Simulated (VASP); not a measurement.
The system is NiO.

```
Ni O
1.0
     0.00000    2.09317    2.09317
     2.09317    0.00000    2.09317
     2.09317    2.09317    0.00000
Ni O
1 1
Direct
  0.00000 0.00000 0.00000
  0.50000 0.50000 0.50000
```

```yaml
Program: VASP 6.6.1
Task: relaxation of cell and atoms
Functional: PBE
Potentials_or_basis: VASP PAW PBE potentials, release 64 (Ni, O)
Cutoff: 600 eV
k_mesh: 8 × 8 × 8
Occupations: gaussian, width 0.1 eV
Spin: collinear spin, ferromagnetic start
Starting_moments: "[1.62, 0.33] μB"
```

At the start: pressure 4.1 GPa; volume 9.17 Å³/atom.

Task: How do energy, volume and symmetry change on relaxing?

Result: Over 3 steps the energy falls by 2.5 meV/atom and the volume is 9.37 Å³/atom (+2.2 %); space group Fm-3m (No. 225, to 0.05 Å); moment 1.84 μB per cell.

Step by step:
```
step  energy change (eV)  largest force (eV/Å)  pressure (GPa)  volume (Å³)
   1              0.0000                0.0000            4.12        18.34
   2             -0.0035                0.0000           -2.22        18.97
   3             -0.0051                0.0000            0.10        18.74
```

Final structure:
```
CELL_PARAMETERS angstrom
0.00000 2.10839 2.10839
2.10839 0.00000 2.10839
2.10839 2.10839 0.00000
ATOMIC_POSITIONS crystal
Ni 0.00000 0.00000 0.00000
O 0.50000 0.50000 0.50000
```

Caveat: a cell with one magnetic atom can't hold antiferromagnetic order, which such compounds often take.
